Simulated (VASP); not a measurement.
# AlNi3 (Pm-3m) in VASP: further runs

The runs below take AlNi3 through single point, with LDA, PBE, PBEsol.

Everything below comes from runs of VASP 6.6.1. Logs are shortened: lines on timing, memory, paths and dates and some standing lists are left out, and cuts for length are marked.

## 1. The cell of the first run

The structure is cubic, space group Pm-3m (No. 221). The conventional cell has a = 3.569 Å, b = 3.569 Å, c = 3.569 Å, α = 90.00°, β = 90.00°, γ = 90.00°. Within 3.3 Å of Ni (site symmetry 4/mmm) lie 8 Ni at 2.52 Å and 4 Al at 2.52 Å. Al (site symmetry m-3m) has 12 Ni at 2.52 Å within 3.3 Å.

## 2. Single point, LDA, collinear spin, ferromagnetic start (volume scaled by 1.04)

The input, INCAR:

```
SYSTEM = AlNi3
PREC     = Accurate       ! precision mode
ENCUT    = 520            ! plane-wave cutoff, eV
EDIFF    = 1E-6           ! SCF threshold, eV
ISMEAR   = -1             ! smearing method
SIGMA    = 0.05           ! smearing width, eV
LREAL    = .False.        ! projectors in reciprocal space
LASPH    = .True.         ! aspherical terms in the spheres
NELM     = 150            ! most SCF steps
ALGO     = Fast           ! electronic algorithm
ISIF     = 2              ! what is computed and relaxed
LWAVE    = .False.        ! write WAVECAR
LCHARG   = .False.        ! write CHGCAR
ISPIN    = 2              ! spin polarisation
MAGMOM   = 1 1 1 0        ! initial moments
LORBIT   = 11             ! projections on sites
LMAXMIX  = 4              ! l up to which the mixer works
GGA      = CA             ! functional
NBANDS   = 28             ! bands
```

The input, KPOINTS:

```
Automatic mesh
0
Gamma
  8 8 8
  0 0 0
```

The input, POSCAR:

```
AlNi3
1.0
    3.5694160265      0.0000000000      0.0000000000
    0.0000000000      3.5694160265      0.0000000000
    0.0000000000      0.0000000000      3.5694160265
Ni Al
3 1
Direct
    0.5000000000      0.5000000000      0.0000000000
    0.5000000000      0.0000000000      0.5000000000
    0.0000000000      0.5000000000      0.5000000000
    0.0000000000      0.0000000000      0.0000000000
```

Potentials or basis: VASP PAW LDA potentials, release 64 (Ni, Al).

Run with:

```sh
cat potpaw_LDA.64/Ni/POTCAR potpaw_LDA.64/Al/POTCAR > POTCAR
mpirun -np 1 vasp_std > vasp.out
```

OUTCAR:

```text
SYSTEM = AlNi3
   PREC = Accurate
   ENCUT = 520
   EDIFF = 1E-6
   ISMEAR = -1
   LREAL = .False.
   LASPH = .True.
   NELM = 150
   ISIF = 2
   ISPIN = 2
   LORBIT = 11
   GGA = CA

 ion  position               nearest neighbor table
   1  0.500  0.500  0.000-   2 2.52   3 2.52   4 2.52   2 2.52   3 2.52   2 2.52   4 2.52   2 2.52
                             3 2.52   4 2.52   3 2.52   4 2.52
   2  0.500  0.000  0.500-   1 2.52   3 2.52   4 2.52   1 2.52   4 2.52   1 2.52   3 2.52   1 2.52
                             3 2.52   4 2.52   4 2.52   3 2.52
   3  0.000  0.500  0.500-   1 2.52   2 2.52   4 2.52   1 2.52   4 2.52   2 2.52   4 2.52   4 2.52
                             1 2.52   2 2.52   1 2.52   2 2.52
   4  0.000  0.000  0.000-   1 2.52   2 2.52   3 2.52   2 2.52   3 2.52   1 2.52   3 2.52   3 2.52
                             1 2.52   2 2.52   2 2.52   1 2.52

  LATTYP: Found a simple cubic cell.
 ALAT       =     3.5694160265

  Lattice vectors:

 A1 = (   3.5694160265,   0.0000000000,   0.0000000000)
 A2 = (   0.0000000000,   3.5694160265,   0.0000000000)
 A3 = (   0.0000000000,   0.0000000000,   3.5694160265)

Analysis of symmetry for initial positions (statically):
=====================================================================
 Subroutine PRICEL returns:
 Original cell was already a primitive cell.

 Routine SETGRP: Setting up the symmetry group for a
 simple cubic supercell.

 Subroutine GETGRP returns: Found 48 space group operations
 (whereof 48 operations were pure point group operations)
 out of a pool of 48 trial point group operations.

The static configuration has the point symmetry O_h .

Analysis of symmetry for dynamics (positions and initial velocities):
=====================================================================
 Subroutine PRICEL returns:
 Original cell was already a primitive cell.

 Routine SETGRP: Setting up the symmetry group for a
 simple cubic supercell.

 Subroutine GETGRP returns: Found 48 space group operations
 (whereof 48 operations were pure point group operations)
 out of a pool of 48 trial point group operations.

The dynamic configuration has the point symmetry O_h .

Analysis of structural, dynamic, and magnetic symmetry:
=====================================================================
 Subroutine PRICEL returns:
 Original cell was already a primitive cell.

 Routine SETGRP: Setting up the symmetry group for a
 simple cubic supercell.

 Subroutine GETGRP returns: Found 48 space group operations
 (whereof 48 operations were pure point group operations)
 out of a pool of 48 trial point group operations.

The overall configuration has the point symmetry O_h .

 Subroutine INISYM returns: Found 48 space group operations
 (whereof 48 operations are pure point group operations),
[... 127 lines left out ...]
   AEXX    =    0.0000 exact exchange contribution
   IVDW    =     0    specifies the selected vdW correction
   LEPSILON=     F    determine dielectric tensor
   LRPA    =     F    only Hartree local field effects (RPA)
 spin polarized calculation
 RMM-DIIS sequential band-by-band and
  energy-cutoff  :      520.00
  volume of cell :       45.48
 maximum number of plane-waves:      1241
 NGX is ok and might be reduce to    28
   NGX = 13   NGY = 13   NGZ = 13

 number of electron      33.0000024 magnetization       0.4528550

 Free energy of the ion-electron system (eV)
  ---------------------------------------------------
  ext. energy  EPLUGINS =         0.00000000
  ---------------------------------------------------
  free energy    TOTEN  =       -25.69299995 eV

  energy without entropy =      -25.65417970  energy(sigma->0) =      -25.67358982

 E-fermi :   9.0752     XC(G=0): -12.9437

 val. band max:        9.0746685307   @ k =   0.3750   0.2500   0.2500
 cond. band min:       9.0994266718   @ k =   0.5000   0.3750   0.3750
 fundamental gap:      0.0247581411
 Fermi energy:         9.0751873018

 spin component 1

 k-point     1 :       0.0000    0.0000    0.0000
  band No.  band energies     occupation
      1      -0.7626      1.00000
      2       4.8754      1.00000
      3       5.5465      1.00000
      4       5.5465      1.00000
      5       5.9054      1.00000
      6       5.9054      1.00000
[... 733 lines left out ...]
     27      23.8359      0.00000
     28      24.0508      0.00000

 [... further k-points ...]

 spin component 2

 k-point     1 :       0.0000    0.0000    0.0000
  band No.  band energies     occupation
      1      -0.7625      1.00000
      2       4.9478      1.00000
      3       5.6394      1.00000
      4       5.6394      1.00000
      5       6.0540      1.00000
      6       6.0540      1.00000
[... 733 lines left out ...]
     27      23.8364      0.00000
     28      24.0814      0.00000

 [... further k-points ...]
[... 5 lines left out ...]
  --------------------------------------------------------------------------------------
  -------------------------------------------------------------------------------------
  Total       -3.9105841     -3.9105841     -3.9105841      0.0000000     -0.0000000      0.0000000
  in kB     -137.7719164   -137.7719164   -137.7719164      0.0000000     -0.0000000      0.0000000
  external PRESSURE =    -137.7719164 kB  Pullay stress =       0.0000000 kB

 VOLUME and BASIS-vectors are now :
 -----------------------------------------------------------------------------
  energy-cutoff  :      520.00
  volume of cell :       45.48
      direct lattice vectors                 reciprocal lattice vectors
     3.569416026  0.000000000  0.000000000     0.280157872  0.000000000  0.000000000
     0.000000000  3.569416026  0.000000000     0.000000000  0.280157872  0.000000000
     0.000000000  0.000000000  3.569416026     0.000000000  0.000000000  0.280157872

 POSITION                                       TOTAL-FORCE (eV/Angst)
 -----------------------------------------------------------------------------------
      1.78471      1.78471      0.00000         0.000000      0.000000      0.000000
      1.78471      0.00000      1.78471         0.000000      0.000000      0.000000
      0.00000      1.78471      1.78471         0.000000      0.000000      0.000000
      0.00000      0.00000      0.00000         0.000000      0.000000      0.000000
 -----------------------------------------------------------------------------------
    total drift:                                0.000000      0.000000      0.000000

  FREE ENERGIE OF THE ION-ELECTRON SYSTEM (eV)
  ---------------------------------------------------
  free  energy   TOTEN  =       -25.6929999482 eV

  energy  without entropy=      -25.6541796993  energy(sigma->0) =      -25.67358982

 total charge

# of ion       s       p       d       tot
------------------------------------------
    1        0.493   0.506   8.396   9.395
    2        0.493   0.506   8.396   9.395
    3        0.493   0.506   8.396   9.395
    4        0.411   0.391   0.000   0.802
--------------------------------------------------
tot          1.890   1.908  25.189  28.987

 magnetization (x)

# of ion       s       p       d       tot
------------------------------------------
    1       -0.001  -0.003   0.162   0.158
    2       -0.001  -0.003   0.162   0.158
    3       -0.001  -0.003   0.162   0.158
    4       -0.000  -0.004   0.000  -0.004
--------------------------------------------------
tot         -0.004  -0.014   0.486   0.468
```

Wall time 51 s (1 thread of Intel Xeon 6975P-C (Granite Rapids), shared host); peak memory 0.18 GiB.

What came out:

```
Free energy                                           : -25.6930 eV
Pressure                                              : -13.8 GPa
Net moment                                            : 0.45 μB per cell
Site moments                                          : Ni +0.16; Al -0.00 μB
Valence electrons inside the program's atomic spheres : Ni 9.39; Al 0.80
```

Levels at points of the mesh, in eV from the Fermi level:
Spin up:
```csv
k point,band 13,band 14,band 15,band 16,band 17,band 18,band 19,band 20,band 21,band 22
"(0.00, 0.00, 0.00)",-0.17,0.05,0.05,0.05,0.91,0.91,0.91,6.59,6.59,7.22
"(0.50, 0.00, 0.00)",-1.11,-1.07,-0.95,-0.41,0.05,5.51,5.51,5.60,5.60,6.52
"(0.50, 0.50, 0.00)",-1.21,-1.11,-0.88,-0.86,-0.49,0.93,0.93,8.12,8.18,8.18
"(0.50, 0.50, 0.50)",-1.20,-0.98,-0.98,-0.14,-0.14,-0.14,-0.09,3.37,4.05,4.05
```
Spin down:
```csv
k point,band 13,band 14,band 15,band 16,band 17,band 18,band 19,band 20
"(0.00, 0.00, 0.00)",-0.01,0.26,0.26,0.26,0.91,0.91,0.91,6.66
"(0.50, 0.00, 0.00)",-0.95,-0.95,-0.81,-0.28,0.26,5.55,5.55,5.64
"(0.50, 0.50, 0.00)",-1.08,-1.02,-0.76,-0.66,-0.40,1.08,1.08,8.14
"(0.50, 0.50, 0.50)",-1.08,-0.86,-0.86,-0.08,0.05,0.05,0.05,3.44
```

Caveat: the cell differs from its parent crystal (volume scaled by 1.04).

## 3. Single point, LDA, collinear spin, ferromagnetic start (volume scaled by 1.06)

The input, INCAR:

```
SYSTEM = AlNi3
PREC     = Accurate       ! precision mode
ENCUT    = 520            ! plane-wave cutoff, eV
EDIFF    = 1E-6           ! SCF threshold, eV
ISMEAR   = -1             ! smearing method
SIGMA    = 0.05           ! smearing width, eV
LREAL    = .FALSE.        ! projectors in reciprocal space
LASPH    = .TRUE.         ! aspherical terms in the spheres
NELM     = 150            ! most SCF steps
ALGO     = Normal         ! electronic algorithm
ISIF     = 2              ! what is computed and relaxed
LWAVE    = .FALSE.        ! write WAVECAR
LCHARG   = .FALSE.        ! write CHGCAR
ISPIN    = 2              ! spin polarisation
MAGMOM   = 1 1 1 0        ! initial moments
LORBIT   = 11             ! projections on sites
LMAXMIX  = 4              ! l up to which the mixer works
NBANDS   = 28             ! bands
```

The input, KPOINTS:

```
Automatic mesh
0
G
  8 8 8
  0 0 0
```

The input, POSCAR:

```
AlNi3
1.0
    3.5921517734      0.0000000000      0.0000000000
    0.0000000000      3.5921517734      0.0000000000
    0.0000000000      0.0000000000      3.5921517734
Ni Al
3 1
Direct
    0.5000000000      0.5000000000      0.0000000000
    0.5000000000      0.0000000000      0.5000000000
    0.0000000000      0.5000000000      0.5000000000
    0.0000000000      0.0000000000      0.0000000000
```

Potentials or basis: VASP PAW LDA potentials, release 64 (Ni, Al).

Run with:

```sh
cat potpaw_LDA.64/Ni/POTCAR potpaw_LDA.64/Al/POTCAR > POTCAR
mpirun -np 1 vasp_std > vasp.out
```

Run time: 46 s. Hardware: 1 thread of Intel Xeon 6975P-C (Granite Rapids), shared host; peak memory 0.18 GiB.

It converged, with:

- Free energy: -25.6101 eV
- Pressure: -16.5 GPa
- Net moment: 0.48 μB per cell
- Site moments: Ni +0.17; Al -0.01 μB
- Valence electrons inside the program's atomic spheres: Ni 9.36; Al 0.79

Levels at points of the mesh, in eV from the Fermi level:
Spin up:
| k point | band 13 | band 14 | band 15 | band 16 | band 17 | band 18 | band 19 | band 20 | band 21 | band 22 |
| --- | --- | --- | --- | --- | --- | --- | --- | --- | --- | --- |
| (0.00, 0.00, 0.00) | -0.17 | 0.03 | 0.03 | 0.03 | 0.91 | 0.91 | 0.91 | 6.49 | 6.49 | 7.04 |
| (0.50, 0.00, 0.00) | -1.09 | -1.05 | -0.93 | -0.41 | 0.03 | 5.41 | 5.41 | 5.54 | 5.54 | 6.46 |
| (0.50, 0.50, 0.00) | -1.18 | -1.09 | -0.87 | -0.84 | -0.49 | 0.89 | 0.89 | 7.97 | 8.09 | 8.09 |
| (0.50, 0.50, 0.50) | -1.17 | -0.96 | -0.96 | -0.15 | -0.15 | -0.15 | -0.06 | 3.24 | 3.95 | 3.95 |
Spin down:
| k point | band 12 | band 13 | band 14 | band 15 | band 16 | band 17 | band 18 | band 19 | band 20 | band 21 |
| --- | --- | --- | --- | --- | --- | --- | --- | --- | --- | --- |
| (0.00, 0.00, 0.00) | -0.33 | -0.01 | 0.26 | 0.26 | 0.26 | 0.91 | 0.91 | 0.91 | 6.55 | 6.55 |
| (0.50, 0.00, 0.00) | -0.93 | -0.92 | -0.92 | -0.78 | -0.27 | 0.26 | 5.45 | 5.45 | 5.58 | 5.58 |
| (0.50, 0.50, 0.00) | -1.05 | -1.05 | -0.99 | -0.74 | -0.63 | -0.39 | 1.06 | 1.06 | 8.00 | 8.12 |
| (0.50, 0.50, 0.50) | -1.05 | -1.05 | -0.84 | -0.84 | -0.05 | 0.05 | 0.05 | 0.05 | 3.31 | 4.07 |

Caveat: the cell differs from its parent crystal (volume scaled by 1.06).

## 4. Single point, LDA, collinear spin, ferromagnetic start

This run uses another cell than the first one, of 10.93 Å³/atom, 0.962 times its volume.

The input, INCAR:

```
SYSTEM = AlNi3
PREC = Accurate
ENCUT = 520
EDIFF = 1E-6
ISMEAR = -1
SIGMA = 0.05
LREAL = .False.
LASPH = .True.
NELM = 150
ALGO = Normal
ISIF = 2
LWAVE = .False.
LCHARG = .True.
ISPIN = 2
MAGMOM = 1 1 1 0
LORBIT = 11
LMAXMIX = 4
LELF = .True.
LVHAR = .True.
NBANDS = 28
```

The input, KPOINTS:

```
regular mesh
0
Gamma
  4 4 4
  0 0 0
```

The input, POSCAR:

```
AlNi3
1.0
    3.5230547267      0.0000000000      0.0000000000
    0.0000000000      3.5230547267      0.0000000000
    0.0000000000      0.0000000000      3.5230547267
Ni Al
3 1
Direct
    0.5000000000      0.5000000000      0.0000000000
    0.5000000000      0.0000000000      0.5000000000
    0.0000000000      0.5000000000      0.5000000000
    0.0000000000      0.0000000000      0.0000000000
```

Potentials or basis: VASP PAW LDA potentials, release 64 (Ni, Al).

Run with:

```sh
cat potpaw_LDA.64/Ni/POTCAR potpaw_LDA.64/Al/POTCAR > POTCAR
mpirun -np 1 vasp_std > vasp.out
```

OUTCAR:

```text
SYSTEM = AlNi3
   PREC = Accurate
   ENCUT = 520
   EDIFF = 1E-6
   ISMEAR = -1
   LREAL = .False.
   LASPH = .True.
   NELM = 150
   ISIF = 2
   ISPIN = 2
   LORBIT = 11

 ion  position               nearest neighbor table
   1  0.500  0.500  0.000-   2 2.49   3 2.49   4 2.49   2 2.49   3 2.49   2 2.49   4 2.49   2 2.49
                             3 2.49   4 2.49   3 2.49   4 2.49
   2  0.500  0.000  0.500-   1 2.49   3 2.49   4 2.49   1 2.49   4 2.49   1 2.49   3 2.49   1 2.49
                             3 2.49   4 2.49   4 2.49   3 2.49
   3  0.000  0.500  0.500-   1 2.49   2 2.49   4 2.49   1 2.49   4 2.49   2 2.49   4 2.49   4 2.49
                             1 2.49   2 2.49   1 2.49   2 2.49
   4  0.000  0.000  0.000-   1 2.49   2 2.49   3 2.49   2 2.49   3 2.49   1 2.49   3 2.49   3 2.49
                             1 2.49   2 2.49   2 2.49   1 2.49

  LATTYP: Found a simple cubic cell.
 ALAT       =     3.5230547267

  Lattice vectors:

 A1 = (   3.5230547267,   0.0000000000,   0.0000000000)
 A2 = (   0.0000000000,   3.5230547267,   0.0000000000)
 A3 = (   0.0000000000,   0.0000000000,   3.5230547267)

Analysis of symmetry for initial positions (statically):
[... 814 lines left out ...]
  --------------------------------------------------------------------------------------
  -------------------------------------------------------------------------------------
  Total       -2.0827822     -2.0827822     -2.0827822      0.0000000     -0.0000000     -0.0000000
  in kB      -76.3126031    -76.3126031    -76.3126031      0.0000000     -0.0000000     -0.0000000
  external PRESSURE =     -76.3126031 kB  Pullay stress =       0.0000000 kB

 VOLUME and BASIS-vectors are now :
 -----------------------------------------------------------------------------
  energy-cutoff  :      520.00
  volume of cell :       43.73
      direct lattice vectors                 reciprocal lattice vectors
     3.523054727  0.000000000  0.000000000     0.283844583  0.000000000  0.000000000
     0.000000000  3.523054727  0.000000000     0.000000000  0.283844583  0.000000000
     0.000000000  0.000000000  3.523054727     0.000000000  0.000000000  0.283844583

 POSITION                                       TOTAL-FORCE (eV/Angst)
 -----------------------------------------------------------------------------------
      1.76153      1.76153      0.00000         0.000000      0.000000      0.000000
      1.76153      0.00000      1.76153         0.000000      0.000000      0.000000
      0.00000      1.76153      1.76153         0.000000      0.000000      0.000000
      0.00000      0.00000      0.00000         0.000000      0.000000      0.000000
 -----------------------------------------------------------------------------------
    total drift:                                0.000000      0.000000      0.000000

  FREE ENERGIE OF THE ION-ELECTRON SYSTEM (eV)
  ---------------------------------------------------
  free  energy   TOTEN  =       -25.8907795685 eV

  energy  without entropy=      -25.8597107542  energy(sigma->0) =      -25.87524516

 total charge

# of ion       s       p       d       tot
------------------------------------------
    1        0.509   0.539   8.420   9.467
    2        0.509   0.539   8.420   9.467
    3        0.509   0.539   8.420   9.467
    4        0.411   0.411   0.000   0.822
--------------------------------------------------
tot          1.938   2.026  25.260  29.224

 magnetization (x)

# of ion       s       p       d       tot
------------------------------------------
    1       -0.000  -0.000   0.000   0.000
    2       -0.000  -0.000   0.000   0.000
    3       -0.000  -0.000   0.000   0.000
    4       -0.000  -0.000   0.000  -0.000
--------------------------------------------------
tot         -0.000  -0.000   0.000   0.000
```

OSZICAR:

```text
N       E                     dE             d eps       ncg     rms          rms(c)
DAV:   1     0.199468776001E+03    0.19947E+03   -0.14311E+04  1144   0.156E+03
DAV:   2    -0.167357407366E+02   -0.21620E+03   -0.19949E+03  1120   0.296E+02
DAV:   3    -0.297488507579E+02   -0.13013E+02   -0.12255E+02  1252   0.924E+01
DAV:   4    -0.299729411700E+02   -0.22409E+00   -0.22376E+00  1332   0.116E+01
DAV:   5    -0.299801198525E+02   -0.71787E-02   -0.71780E-02  1340   0.182E+00    0.208E+01
DAV:   6    -0.308612475012E+02   -0.88113E+00   -0.33066E+01  1292   0.102E+02    0.209E+01
DAV:   7    -0.259686675456E+02    0.48926E+01   -0.12330E+01  1340   0.563E+01    0.246E+00
DAV:   8    -0.259168356879E+02    0.51832E-01   -0.20991E-01  1268   0.299E+00    0.141E+00
DAV:   9    -0.258929041495E+02    0.23932E-01   -0.15015E-02  1536   0.154E+00    0.478E-01
DAV:  10    -0.258910142230E+02    0.18899E-02   -0.12597E-03  1408   0.311E-01    0.133E-01
DAV:  11    -0.258907943984E+02    0.21982E-03   -0.12524E-04  1336   0.116E-01    0.898E-02
DAV:  12    -0.258907785385E+02    0.15860E-04   -0.17721E-05  1508   0.643E-02    0.328E-02
DAV:  13    -0.258907799207E+02   -0.13822E-05   -0.32839E-06  1172   0.163E-02    0.183E-02
DAV:  14    -0.258907795685E+02    0.35215E-06   -0.38491E-07   652   0.859E-03
   1 F= -.25890780E+02 E0= -.25875245E+02  d E =-.310688E-01  mag=     0.0006
```

Run time: 43 s. Hardware: 1 thread of AMD EPYC 7R13, shared host; peak memory 0.12 GiB.

What came out:

```
Free energy                                           : -25.8908 eV
Pressure                                              : -7.6 GPa
Net moment                                            : 0.00 μB per cell
Valence electrons inside the program's atomic spheres : Ni 9.47; Al 0.82
```

Caveat: the k points lie up to 0.45 Å⁻¹ apart.

(Continued in part 2 of 2.)
